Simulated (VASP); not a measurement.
Here is a VASP 6.6.1 calculation.

POSCAR

```
LiBr
1.0
    0.0000000000      2.7395650384      2.7395650384
    2.7395650384      0.0000000000      2.7395650384
    2.7395650384      2.7395650384      0.0000000000
Li Br
1 1
Direct
    0.0000000000      0.0000000000      0.0000000000
    0.5000000000      0.5000000000      0.5000000000
```

File INCAR.step1:

```
PREC = Accurate ; ENCUT = 650
EDIFF = 1E-5 ; ISMEAR = 0
SIGMA = 0.01 ; LREAL = False
LASPH = True ; NELM = 120
ALGO = Normal ; ISIF = 2
LWAVE = True ; LCHARG = False
GGA = PE ; NBANDS = 12
GGA_COMPAT = False
```

File INCAR.step2:

```
PREC = Accurate ; ENCUT = 650
EDIFF = 1E-6 ; ISMEAR = 0
SIGMA = 0.01 ; LREAL = False
LASPH = True ; NELM = 120
ALGO = Normal ; ISIF = 2
LWAVE = False ; LCHARG = False
GGA = PE ; LHFCALC = True
HFSCREEN = 0.2079 ; PRECFOCK = Normal
ISTART = 1 ; NBANDS = 12
GGA_COMPAT = False
```

File KPOINTS:

```
Automatic mesh
0
Gamma
  4 4 4
```

Potentials or basis: VASP PAW PBE potentials, release 64 (Li_sv, Br).

Command:

```console
$ cat potpaw_PBE.64/Li_sv/POTCAR potpaw_PBE.64/Br/POTCAR > POTCAR
$ cp INCAR.step1 INCAR
$ mpirun -np 1 vasp_std > vasp.out
$ cp INCAR.step2 INCAR
$ mpirun -np 1 vasp_std > vasp.out
```

Problem. Predict the pressure.

Solution. -0.1 GPa.

Problem. Predict the band gap on the k mesh.

Solution. 6.21 eV.

Caveat: the k points lie up to 0.50 Å⁻¹ apart; the PAW data sets were made with another functional, which shifts forces and pressure a little.
